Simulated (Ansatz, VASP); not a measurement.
## One calculation of ZnS, two programs

```
Zn S
1.0
     3.80672    0.00000    0.00000
    -1.90336    3.29672    0.00000
     0.00000    0.00000    6.24574
Zn S
2 2
Cartesian
  0.0000 2.1978 0.0337
  1.9034 1.0989 3.1565
  -0.1800 1.8860 2.3710
  1.9034 1.0989 5.4938
```

Alike in both runs: task single point; functional r2SCAN; k mesh 6 × 6 × 4; occupations gaussian, width 0.05 eV; no spin polarisation.

```csv
,VASP,Ansatz
version,VASP 6.6.1,Ansatz 0.2.0
potentials or method,"VASP PAW PBE potentials, release 64 (Zn, S), cutoff 520 eV","scalar-relativistic, plane waves, PAW"
valence electrons in the cell,36,36
```

Ansatz gave:

| Property | Result |
| --- | --- |
| gap on the k mesh at the Fermi level (eV) | 2.72 |
| least direct gap on the mesh (eV) | 2.72 |
| pressure (GPa) | 2.5 |
| traceless stress, the component that is largest in VASP (GPa) | 4.88 |
| rms of the force components (eV/Å) | 1.282 |

Question: Which values does VASP return?

Answer: gap on the k mesh at the Fermi level (eV): 2.73; least direct gap on the mesh (eV): 2.73; pressure (GPa): 2.6; traceless stress, the component that is largest in VASP (GPa): 4.94; rms of the force components (eV/Å): 1.299.

VASP's potentials were made for PBE, not for r2SCAN. Atom by atom the forces differ by 0.018 eV/Å (rms over components).
